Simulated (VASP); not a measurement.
Runs of VASP 6.6.1 on CoSn. The structure is that of space group P6/mmm (No. 191), or close to it. The cells are those of the table. 

| task | cell | k mesh | cutoff (eV) | smearing | k mesh for the DOS | occupations for the DOS | gap on the mesh (eV) | pressure (GPa) |
| --- | --- | --- | --- | --- | --- | --- | --- | --- |
| single point | a = 5.614, b = 5.614, c = 4.484 Å, angles 90.0, 90.0, 120.0°, 6 atoms | 12 × 12 × 8 | 520 | gaussian 0.1 eV | - | - | none | -14.5 |
| single point | a = 5.297, b = 5.297, c = 4.230 Å, angles 90.0, 90.0, 120.0°, 6 atoms | 12 × 12 × 12 | 520 | gaussian 0.15 eV | - | - | none | (a) |
| relaxation of shape and atoms at fixed volume | relaxed from a = 5.188, b = 5.188, c = 4.144 Å, angles 90.0, 90.0, 120.0°, 6 atoms | 9 × 9 × 8 | 600 | gaussian 0.1 eV | - | - | none | 9.1 |
| single point | a = 5.297, b = 5.297, c = 4.230 Å, angles 90.0, 90.0, 120.0°, 6 atoms | 12 × 12 × 8 | 520 | gaussian 0.1 eV | - | - | none | -0.1 |

Alike in all rows: level PBE; potentials or basis VASP PAW PBE potentials, release 64 (Co, Sn_d); no spin polarisation.

Problem. Estimate the missing entries.

Solution. (a) 0.0.

Caveats: spin-orbit coupling is left out, which moves the levels of the heavy elements; the relaxation stopped at its first step, so nothing moved (some runs).

A k mesh can miss the band edges, and the runs leave out spin-orbit coupling on Sn.

A gap of «none» marks levels without a gap at the run's occupations.
